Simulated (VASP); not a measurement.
Wanted: the native input for a VASP 6.6.1 run.

- Task: relaxation of cell and atoms
- Functional: PBEsol
- Potentials or basis: VASP PAW PBE potentials, release 64 (N)
- Cutoff: 600 eV
- k mesh: 6 × 6 × 4
- Occupations: gaussian, width 0.02 eV
- Spin: no spin polarisation
- Dipole correction: no
- Further INCAR settings: ALGO = Normal; EDIFF = 1e-06; IBRION = 2; EDIFFG = -0.01; NSW = 100; ISIF = 3

The structure of N lies in POSCAR:

```
N
1.0
    4.3884438668      0.0000000000      0.0000000000
    0.0000000000      4.3884438668      0.0000000000
    0.0000000000      0.0000000000      5.7196273527
N
4
Direct
    0.9113997444      0.9113997444      0.0000000000
    0.5886002556      0.4113997444      0.5000000000
    0.0886002556      0.0886002556      0.0000000000
    0.4113997444      0.5886002556      0.5000000000
```

One way to write it, as run:

INCAR

```
PREC = Accurate
ENCUT = 600
EDIFF = 1E-6
ISMEAR = 0
SIGMA = 0.02
LREAL = F
LASPH = T
NELM = 60
ALGO = Normal
ISIF = 3
LWAVE = F
LCHARG = F
GGA = PS
IBRION = 2
NSW = 100
EDIFFG = -0.01
```

KPOINTS

```
Automatic mesh
0
Gamma
  6 6 4
```

Potentials or basis: VASP PAW PBE potentials, release 64 (N).

Run with:

```bash
$ cat potpaw_PBE.64/N/POTCAR > POTCAR
$ mpirun -np 1 vasp_std > vasp.out
```

Results of the run:

The relaxed volume is 23.66 Å³/atom. The relaxed cell is a = 4.157 Å, b = 4.157 Å, c = 5.476 Å, α = 90.00°, β = 90.00°, γ = 90.00° and the space group after relaxing (to 0.1 Å) is P4_2/mnm (No. 136). The pressure after relaxing is 0.0 GPa and the band gap on the k mesh is 6.90 eV (least direct gap 7.08 eV).

Caveat: the standard files for N, O and F lose accuracy on very short bonds; this functional lacks dispersion, which holds the molecules together, so the pressure and a relaxed volume are unreliable; the PAW data sets were made with another functional, which shifts forces and pressure a little.

Run time: 8.4 min on 1 thread of Intel(R) Xeon(R) Platinum 8259CL CPU @ 2.50GHz (Skylake/Cascade Lake), on a shared host, peak memory 0.25 GiB.
